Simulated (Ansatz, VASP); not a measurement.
**CdS in VASP and in Ansatz**

Contents of INCAR:

```
SYSTEM = CdS
ALGO     = Normal         ! electronic algorithm
EDIFF    = 1E-6           ! SCF threshold, eV
ENCUT    = 520            ! plane-wave cutoff, eV
GGA      = PE             ! functional
ISIF     = 2              ! what is computed and relaxed
ISMEAR   = 0              ! smearing method
LASPH    = .TRUE.         ! aspherical terms in the spheres
LCHARG   = .FALSE.        ! write CHGCAR
LREAL    = .FALSE.        ! projectors in reciprocal space
LWAVE    = .FALSE.        ! write WAVECAR
NBANDS   = 16             ! bands
NELM     = 60             ! most SCF steps
PREC     = Accurate       ! precision mode
SIGMA    = 0.05           ! smearing width, eV
```

File KPOINTS:

```
k-points
0
G
  8 8 8
  0 0 0
```

The input POSCAR:

```
CdS
1.0
    0.0000000000      2.7936000000      3.1428000000
    2.7936000000      0.0000000000      3.1428000000
    2.7936000000      2.7936000000      0.0000000000
Cd S
1 1
Direct
    0.0000000000      0.0000000000      0.0000000000
    0.7500000000      0.7500000000      0.7500000000
```

Input for Ansatz:

```yaml
crystal:
  lattice:
    - [0.0, 2.7936, 3.1428]
    - [2.7936, 0.0, 3.1428]
    - [2.7936, 2.7936, 0.0]
  atoms:
    - { symbol: Cd, position: [0.0, 0.0, 0.0] }
    - { symbol: S, position: [0.75, 0.75, 0.75] }
basis:
  ecutwfc: 420
kpoints:
  mp_grid: { grid: [8, 8, 8] }
hamiltonian:
  xc: pbe
scf:
  occupations: { method: gaussian, width: 0.05 }
output:
  forces: true
  stress: true
  eigenvalues: true
```

Change from the starting cell: strain -0.040 along x and y, +0.080 along z, atoms carried along.

Alike in both runs: task single point; functional PBE; k mesh 8 × 8 × 8; occupations gaussian, width 0.05 eV; no spin polarisation.

```csv
,VASP,Ansatz
version,VASP 6.6.1,Ansatz 0.2.0
potentials or method,"VASP PAW PBE potentials, release 64 (Cd, S), cutoff 520 eV","scalar-relativistic, plane waves, PAW"
valence electrons in the cell,18,26
```

|  | VASP | Ansatz | Ansatz less VASP |
| --- | --- | --- | --- |
| gap on the k mesh at the Fermi level (eV) | 1.00 | 0.99 | -0.005 |
| least direct gap on the mesh (eV) | 1.00 | 0.99 | -0.005 |
| pressure (GPa) | 3.6 | 3.2 | -0.37 |
| traceless stress, the component that is largest in VASP (GPa) | -1.69 | -1.73 | -0.041 |

The functional is the same, so the differences come from potentials, cutoffs and numerics. VASP's potentials hold 18 valence electrons a cell and Ansatz's 26, so a difference there can come from the potentials and not from the codes.
